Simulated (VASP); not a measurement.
The system is NiMoIrPdW.

```
CELL_PARAMETERS angstrom
4.14670 0.00000 0.00000
-2.07335 3.59115 0.00000
0.00000 0.00000 5.41629
ATOMIC_POSITIONS crystal
Ni 0.00000 0.00000 0.02221
Mo 0.66667 0.33333 0.45996
Pd 0.33333 0.66667 0.74601
Ir 0.33333 0.66667 0.25641
W 0.66667 0.33333 0.99985
```

```yaml
Program: VASP 6.6.1
Task: relaxation of cell and atoms
Functional: PBEsol
Dispersion: D3(BJ)
Potentials_or_basis: VASP PAW PBE potentials, release 64 (Ni, Mo_sv, Pd, Ir, W_sv)
Cutoff: 600 eV
k_mesh: 5 × 5 × 4
Occupations: fermi-dirac, width 0.05 eV
Spin: collinear spin, ferromagnetic start
Starting_moments: "[1.0, 1.0, 0.0, 0.6, 0.0] μB"
```

At the start: pressure -12.9 GPa; volume 16.13 Å³/atom.

**Question.** Where does the relaxation end?

**Answer.** Over 22 steps the energy falls by 39.5 meV/atom and the volume is 15.18 Å³/atom (-5.9 %); space group P3m1 (No. 156, to 0.1 Å) before and after; moment 0.00 μB per cell.

The path:
| step | energy change (eV) | largest force (eV/Å) | pressure (GPa) | volume (Å³) |
| --- | --- | --- | --- | --- |
| 1 | 0.0000 | 0.2088 | -12.88 | 80.66 |
| 2 | 1.2202 | 3.2585 | 51.16 | 66.45 |
| 3 | -0.1830 | 0.5196 | -0.89 | 76.57 |
| 4 | -0.1835 | 0.5573 | -0.24 | 76.39 |
| 5 | -0.1835 | 0.5739 | 0.03 | 76.30 |
| 6 | -0.1930 | 0.0998 | 0.34 | 75.90 |
| 7 | -0.1936 | 0.0825 | 0.27 | 75.98 |
| 8 | -0.1943 | 0.0693 | -0.56 | 76.18 |
| 9 | -0.1946 | 0.0687 | -0.32 | 76.11 |
| 10 | -0.1948 | 0.0668 | 0.36 | 75.91 |
| 11 | -0.1949 | 0.0673 | 0.17 | 75.98 |
| 12 | -0.1954 | 0.0650 | 0.12 | 75.97 |
| 13 | -0.1962 | 0.0690 | 0.10 | 75.94 |
| 14 | -0.1963 | 0.1011 | 0.08 | 75.92 |
| 15 | -0.1967 | 0.0813 | -0.01 | 75.94 |
| 16 | -0.1974 | 0.0281 | -0.19 | 75.99 |
| 17 | -0.1974 | 0.0243 | -0.30 | 76.01 |
| 18 | -0.1975 | 0.0319 | 0.23 | 75.85 |
| 19 | -0.1975 | 0.0288 | 0.04 | 75.91 |
| 20 | -0.1975 | 0.0285 | 0.03 | 75.92 |
| 21 | -0.1976 | 0.0126 | 0.07 | 75.92 |
| 22 | -0.1976 | 0.0088 | 0.03 | 75.92 |

Final structure:
```
CELL_PARAMETERS angstrom
4.06450 0.00000 0.00000
-2.03225 3.51996 0.00000
0.00000 0.00000 5.30624
ATOMIC_POSITIONS crystal
Ni 0.00000 0.00000 0.01184
Mo 0.66667 0.33333 0.46934
Pd 0.33333 0.66667 0.74618
Ir 0.33333 0.66667 0.25645
W 0.66667 0.33333 0.00063
```

Caveat: the moments typed at the start vanished in this run; the PAW data sets were made with another functional, which shifts forces and pressure a little.
